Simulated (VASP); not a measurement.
# Lu (Im-3m) in VASP: a series of runs

Lu is run at these levels: PBEsol; tasks: single point.

Everything below comes from runs of VASP 6.6.1. Logs are shortened: lines on timing, memory, paths and dates and some standing lists are left out, and cuts for length are marked.

**1. The cell of the first run**

It takes space group Im-3m (No. 229, cubic). Conventional cell: a = 2.884 Å, b = 2.884 Å, c = 2.884 Å, α = 90.00°, β = 90.00°, γ = 90.00°. Lu (site symmetry m-3m) has 14 Lu at 2.50 to 2.88 Å within 3.3 Å.

This isn't the form of Lu at room conditions, which is hcp.

**2. Single point, PBEsol (11.99 Å³/atom)**

Input file INCAR:

```
SYSTEM = Lu
PREC     = Accurate       ! precision mode
ENCUT    = 520            ! plane-wave cutoff, eV
EDIFF    = 1E-6           ! SCF threshold, eV
ISMEAR   = -1             ! smearing method
SIGMA    = 0.05           ! smearing width, eV
LREAL    = .False.        ! projectors in reciprocal space
LASPH    = .True.         ! aspherical terms in the spheres
NELM     = 80             ! most SCF steps
ALGO     = Normal         ! electronic algorithm
ISIF     = 2              ! what is computed and relaxed
LWAVE    = .False.        ! write WAVECAR
LCHARG   = .False.        ! write CHGCAR
GGA      = PS             ! functional
NBANDS   = 18             ! bands
```

Input file KPOINTS:

```
regular mesh
0
Gamma
  16 16 16
  0 0 0
```

Input file POSCAR:

```
Lu
1.0
   -1.4418944744      1.4418944744      1.4418944744
    1.4418944744     -1.4418944744      1.4418944744
    1.4418944744      1.4418944744     -1.4418944744
Lu
1
Direct
    0.0000000000      0.0000000000      0.0000000000
```

Potentials or basis: VASP PAW PBE potentials, release 64 (Lu).

Command:

```console
> cat potpaw_PBE.64/Lu/POTCAR > POTCAR
> mpirun -np 1 vasp_std > vasp.out
```

OUTCAR:

```text
SYSTEM = Lu
   PREC = Accurate
   ENCUT = 520
   EDIFF = 1E-6
   ISMEAR = -1
   LREAL = .False.
   LASPH = .True.
   NELM = 80
   ISIF = 2
   GGA = PS

 ion  position               nearest neighbor table
   1  0.000  0.000  0.000-

  LATTYP: Found a body centered cubic cell.
 ALAT       =     2.8837889488

  Lattice vectors:

 A1 = (  -1.4418944744,   1.4418944744,   1.4418944744)
 A2 = (   1.4418944744,  -1.4418944744,   1.4418944744)
 A3 = (   1.4418944744,   1.4418944744,  -1.4418944744)

Analysis of symmetry for initial positions (statically):
=====================================================================
 Subroutine PRICEL returns:
 Original cell was already a primitive cell.

 Routine SETGRP: Setting up the symmetry group for a
 body centered cubic supercell.

 Subroutine GETGRP returns: Found 48 space group operations
 (whereof 48 operations were pure point group operations)
 out of a pool of 48 trial point group operations.

The static configuration has the point symmetry O_h .

Analysis of symmetry for dynamics (positions and initial velocities):
=====================================================================
 Subroutine PRICEL returns:
 Original cell was already a primitive cell.

 Routine SETGRP: Setting up the symmetry group for a
 body centered cubic supercell.

 Subroutine GETGRP returns: Found 48 space group operations
 (whereof 48 operations were pure point group operations)
 out of a pool of 48 trial point group operations.

The dynamic configuration has the point symmetry O_h .

 Subroutine INISYM returns: Found 48 space group operations
 (whereof 48 operations are pure point group operations),
 and found     1 'primitive' translations

----------------------------------------------------------------------------------------

                                     Primitive cell

  volume of cell :      11.9911

  direct lattice vectors                    reciprocal lattice vectors
    -1.441894474  1.441894474  1.441894474     0.000000000  0.346766014  0.346766014
     1.441894474 -1.441894474  1.441894474     0.346766014  0.000000000  0.346766014
     1.441894474  1.441894474 -1.441894474     0.346766014  0.346766014  0.000000000

  length of vectors
[... 70 lines left out ...]
 SYSTEM =  Lu
   PREC   = accura    normal or accurate (medium, high low for compatibility)
   ISTART =      0    job   : 0-new  1-cont  2-samecut
   ICHARG =      2    charge: 1-file 2-atom 10-const
   ISPIN  =      1    spin polarized calculation?
   LNONCOLLINEAR =      F non collinear calculations
   LSORBIT =      F    spin-orbit coupling
   LASPH  =      T    aspherical Exc in radial PAW
   ENCUT  =  520.0 eV  38.22 Ry    6.18 a.u.   4.64  4.64  4.64*2*pi/ulx,y,z
   NELM   =     80;   NELMIN=  2; NELMDL= -5     # of ELM steps
   EDIFF  = 0.1E-05   stopping-criterion for ELM
   LREAL  =      F    real-space projection
   EDIFFG = 0.1E-04   stopping-criterion for IOM
   NSW    =      0    number of steps for IOM
   IBRION =     -1    ionic relax: 0-MD 1-quasi-New 2-CG
   NFREE  =      0    steps in history (QN), initial steepest desc. (CG)
   ISIF   =      2    stress and relaxation
   ISYM   =      2    0-nonsym 1-usesym 2-fastsym
   POTIM  = 0.5000    time-step for ionic-motion
   TEBEG  =    0.0;   TEEND  =   0.0 temperature during run
   PSTRESS=    0.0 pullay stress
   NELECT =      25.0000    total number of electrons
   NUPDOWN=      -1.0000    fix difference up-down
   EMIN   =  10.00;   EMAX   =-10.00  energy-range for DOS
   EFERMI =   0.00;   METHOD = LEGACY
   ISMEAR =    -1;   SIGMA  =   0.05  broadening in eV -4-tet -1-fermi 0-gaus
   EFERMI_NEDOS =   21; number of points for ismear=-14 and -15
   IALGO  =     38    algorithm
   IMIX   =      4    mixing-type and parameters
     AMIX     =   0.40;   BMIX     =  1.00
     AMIX_MAG =   1.60;   BMIX_MAG =  1.00
  volume/ion in A,a.u.               =      11.99        80.92
  Fermi-wavevector in a.u.,A,eV,Ry     =   2.091388  3.952151 59.510596  4.373905
  Thomas-Fermi vector in A             =   3.083694
   LORBIT       =      0    0 simple, 1 ext, 2 COOP (PROOUT), +10 PAW based schemes
   GGA     = PS    functional components
   LHFCALC =     F    Hartree Fock is set to
   AEXX    =    0.0000 exact exchange contribution
   IVDW    =     0    specifies the selected vdW correction
   LEPSILON=     F    determine dielectric tensor
   LRPA    =     F    only Hartree local field effects (RPA)
 non-spin polarized calculation
  energy-cutoff  :      520.00
  volume of cell :       11.99
 maximum number of plane-waves:       336
   NGX =  9   NGY =  9   NGZ =  9

 number of electron      24.9999991 magnetization

 Free energy of the ion-electron system (eV)
  ---------------------------------------------------
  ext. energy  EPLUGINS =         0.00000000
  ---------------------------------------------------
  free energy    TOTEN  =        -0.55412356 eV

  energy without entropy =       -0.54412768  energy(sigma->0) =       -0.54912562

 E-fermi :   6.2202     XC(G=0): -16.2105

 val. band max:        6.2091045642   @ k =   0.2500   0.1875   0.0625
 cond. band min:       6.2270330857   @ k =  -0.3125   0.4375   0.0625
 fundamental gap:      0.0179285216
 Fermi energy:         6.2201884060

 k-point     1 :       0.0000    0.0000    0.0000
  band No.  band energies     occupation
      1     -50.1969      2.00000
      2     -17.6800      2.00000
      3     -17.6800      2.00000
      4     -17.6800      2.00000
      5      -0.1966      2.00000
      6       0.9711      2.00000
[... 481 lines left out ...]
      5       1.0965      2.00000
      6       1.1637      2.00000
[... 10 lines left out ...]
     17      20.7234      0.00000
     18      26.4098      0.00000

 [... further k-points ...]

------------------------ aborting loop because EDIFF is reached ----------------------------------------

  FORCE on cell =-STRESS in cart. coord.  units (eV):
  Direction    XX          YY          ZZ          XY          YZ          ZX
  --------------------------------------------------------------------------------------
  -------------------------------------------------------------------------------------
  Total       12.6014035     12.6014035     12.6014035      0.0000000      0.0000000      0.0000000
  in kB     1683.7169260   1683.7169260   1683.7169260      0.0000000      0.0000000      0.0000000
  external PRESSURE =    1683.7169260 kB  Pullay stress =       0.0000000 kB

 VOLUME and BASIS-vectors are now :
 -----------------------------------------------------------------------------
  energy-cutoff  :      520.00
  volume of cell :       11.99
      direct lattice vectors                 reciprocal lattice vectors
    -1.441894474  1.441894474  1.441894474     0.000000000  0.346766014  0.346766014
     1.441894474 -1.441894474  1.441894474     0.346766014  0.000000000  0.346766014
     1.441894474  1.441894474 -1.441894474     0.346766014  0.346766014  0.000000000

 POSITION                                       TOTAL-FORCE (eV/Angst)
 -----------------------------------------------------------------------------------
      0.00000      0.00000      0.00000         0.000000      0.000000     -0.000000
 -----------------------------------------------------------------------------------
    total drift:                                0.000000     -0.000000      0.000000

  FREE ENERGIE OF THE ION-ELECTRON SYSTEM (eV)
  ---------------------------------------------------
  free  energy   TOTEN  =        -0.5541235561 eV

  energy  without entropy=       -0.5441276803  energy(sigma->0) =       -0.54912562
```

It took 27 s on 1 thread of Intel Xeon Platinum 8488C (Sapphire Rapids), shared host; peak memory 0.16 GiB.

Results:

* Free energy: -0.5541 eV
* Pressure: 168.4 GPa
* Band gap on the k mesh: zero (an odd number of electrons rules out a gap without spin polarisation)

Caveat: the cell stands under pressure; the PAW data sets were made with another functional, which shifts forces and pressure a little; spin-orbit coupling is left out, which moves the levels of the heavy elements.

**3. Single point, PBEsol (13.94 Å³/atom)**

This run uses another cell than the first one, of 13.94 Å³/atom.

Input file INCAR:

```
PREC     = Accurate       # precision mode
ENCUT    = 520            # plane-wave cutoff, eV
EDIFF    = 1E-7           # SCF threshold, eV
ISMEAR   = -1             # smearing method
SIGMA    = 0.05           # smearing width, eV
LREAL    = False          # projectors in reciprocal space
LASPH    = True           # aspherical terms in the spheres
NELM     = 60             # most SCF steps
ALGO     = Normal         # electronic algorithm
ISIF     = 2              # what is computed and relaxed
LWAVE    = False          # write WAVECAR
LCHARG   = False          # write CHGCAR
GGA      = PS             # functional
NBANDS   = 18             # bands
```

Input file KPOINTS:

```
Automatic mesh
0
Gamma
  16 16 16
```

Input file POSCAR:

```
Lu
1.0
   -1.5162378268      1.5162378268      1.5162378268
    1.5162378268     -1.5162378268      1.5162378268
    1.5162378268      1.5162378268     -1.5162378268
Lu
1
Direct
    0.0000000000      0.0000000000      0.0000000000
```

Potentials or basis: VASP PAW PBE potentials, release 64 (Lu).

Command:

```console
> cat potpaw_PBE.64/Lu/POTCAR > POTCAR
> mpirun -np 1 vasp_std > vasp.out
```

Run time: 29 s. Hardware: 1 thread of Intel Xeon Platinum 8488C (Sapphire Rapids), shared host; peak memory 0.16 GiB.

Results (log left out):

| Property | Result |
| --- | --- |
| Free energy | -2.1735 eV |
| Pressure | 102.8 GPa |
| Band gap on the k mesh | zero (an odd number of electrons rules out a gap without spin polarisation) |

Levels at points of the mesh, in eV from the Fermi level:
```
           k point  band 9  band 10  band 11  band 12  band 13  band 14  band 15  band 16  band 17  band 18
(0.00, 0.00, 0.00)   -4.39    -4.39    -4.39    -4.24     2.85     2.85     2.85     7.27     7.27    16.66
(0.50, 0.00, 0.00)   -4.41    -4.41    -4.39    -4.33    -0.90     6.14     7.86     9.48    13.99    14.82
(0.50, 0.50, 0.50)   -4.62    -4.62    -4.34    -4.34    -4.34    12.86    12.86    12.86    14.05    14.05
```

Caveat: the cell stands under pressure; the PAW data sets were made with another functional, which shifts forces and pressure a little; spin-orbit coupling is left out, which moves the levels of the heavy elements.

(Continued in part 2 of 2.)
